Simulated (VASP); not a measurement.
A run of VASP 6.6.1 is set up as follows.

The input INCAR:

```
SYSTEM = Ni3N2
  PREC = Accurate
  ENCUT = 520
  EDIFF = 1E-6
  ISMEAR = 0
  SIGMA = 0.1
  LREAL = .FALSE.
  LASPH = .TRUE.
  NELM = 150
  ALGO = Normal
  ISIF = 2
  LWAVE = .FALSE.
  LCHARG = .TRUE.
  ISPIN = 2
  MAGMOM = 2 2 2 0 0
  LORBIT = 11
  LMAXMIX = 4
  GGA = PE
  LELF = .TRUE.
  LVHAR = .TRUE.
  NBANDS = 32
```

File KPOINTS:

```
Automatic mesh
0
G
  6 6 4
  0 0 0
```

The input POSCAR:

```
Ni3N2
1.0
    4.0671194717      0.0000000000      0.0000000000
   -2.0335597358      3.5222287827      0.0000000000
    0.0000000000      0.0000000000      4.6634510048
Ni N
3 2
Direct
    0.3333333333      0.6666666667      0.5000000000
    0.6666666667      0.3333333333      0.5000000000
    0.0000000000      0.0000000000      0.0000000000
    0.0000000000      0.0000000000      0.3678340077
    0.0000000000      0.0000000000      0.6321659923
```

Potentials or basis: VASP PAW PBE potentials, release 64 (Ni, N).

The run is started by

```sh
$ cat potpaw_PBE.64/Ni/POTCAR potpaw_PBE.64/N/POTCAR > POTCAR
$ mpirun -np 1 vasp_std > vasp.out
```

Q: What does it give for the net moment?

A: 0.56 μB per cell.

Q: What does it give for the site moments?

A: Ni +0.32, -0.03 (each value once); N -0.01 μB.

Forces on the atoms (eV/Å):
```
Ni   0.000  0.000  0.000
Ni   0.000  0.000  0.000
Ni   0.000  0.000  0.000
N    0.000  0.000 -0.177
N    0.000  0.000  0.177
```

Caveat: the standard files for N, O and F lose accuracy on very short bonds.
